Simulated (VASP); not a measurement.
# SiSe: single point with r2SCAN50

SiSe:

```
Si Se
1.0
     3.59520    0.00000    0.00000
    -1.79760    3.11353    0.00000
     0.00000    0.00000    3.59873
Si Se
1 1
Direct
  0.66667 0.33333 0.50000
  0.00000 0.00000 0.00000
```

```json
{"Program": "VASP 6.6.1", "Task": "single point", "Functional": "r2SCAN50", "Potentials or basis": "VASP PAW PBE potentials, release 64 (Si, Se)", "Cutoff": "520 eV", "k mesh": "5 × 5 × 4", "Occupations": "fermi-dirac, width 0.05 eV", "Spin": "no spin polarisation", "Dipole correction": "no", "Grid for exact exchange (PRECFOCK)": "Normal", "Further INCAR settings": "ALGO = Normal; EDIFF = 1e-07; NBANDS = 12"}
```

```
Pressure               : -4.6 GPa
Largest force          : 0.005 eV/Å
Band gap on the k mesh : zero (band 5 reaches 9.12 eV, above the bottom of band 6 at 3.89 eV)
```

Forces on the atoms (eV/Å):
```
Si   0.004 -0.003  0.000
Se  -0.004  0.003  0.000
```

Stress tensor (GPa, compression positive):
```
-4.54  0.11  0.00
 0.11 -4.41  0.00
 0.00  0.00 -4.88
```

Levels at points of the mesh, in eV from the Fermi level:
```
           k point  band 2  band 3  band 4  band 5  band 6  band 7  band 8  band 9
(0.00, 0.00, 0.00)   -7.12   -6.20   -3.98   -3.98    4.17    4.18    4.73    8.93
(0.00, 0.00, 0.50)  -14.04   -2.67   -2.65    2.67    2.84    3.91    3.92    9.10
```

It took 14 min on 1 thread of Intel(R) Xeon(R) 6975P-C (Granite Rapids), with other jobs on the host, peak memory 0.18 GiB.

Caveat: the k points lie up to 0.44 Å⁻¹ apart; the PAW data sets were made with another functional, which shifts forces and pressure a little.
